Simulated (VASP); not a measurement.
A run of VASP 6.6.1 is set up as follows.

Contents of INCAR:

```
ALGO     = Normal         # electronic algorithm
EDIFF    = 1E-6           # SCF threshold, eV
ENCUT    = 520            # plane-wave cutoff, eV
GGA      = PE             # functional
ISIF     = 2              # what is computed and relaxed
ISMEAR   = 0              # smearing method
LASPH    = T              # aspherical terms in the spheres
LCHARG   = T              # write CHGCAR
LELF     = T              # ELF
LREAL    = F              # projectors in reciprocal space
LVHAR    = T            
LWAVE    = F              # write WAVECAR
NBANDS   = 30             # bands
NELM     = 60             # most SCF steps
PREC     = Accurate       # precision mode
SIGMA    = 0.1            # smearing width, eV
```

KPOINTS

```
k-points
0
Gamma
  12 12 12
```

File POSCAR:

```
Ga3P
1.0
    4.1884953925      0.0000000000      0.0000000000
    0.0000000000      4.1884953925      0.0000000000
    0.0000000000      0.0000000000      4.1884953925
Ga P
3 1
Direct
    0.0000000000      0.5000000000      0.5000000000
    0.5000000000      0.0000000000      0.5000000000
    0.5000000000      0.5000000000      0.0000000000
    0.0000000000      0.0000000000      0.0000000000
```

Potentials or basis: VASP PAW PBE potentials, release 64 (Ga_d, P).

Command:

```sh
$ cat potpaw_PBE.64/Ga_d/POTCAR potpaw_PBE.64/P/POTCAR > POTCAR
$ mpirun -np 1 vasp_std > vasp.out
```

(1) Estimate the pressure.

(2) Estimate the band gap on the k mesh.

## Answers

(1) 0.0 GPa.

(2) zero (bands 22 and 23 overlap by 4.72 eV).
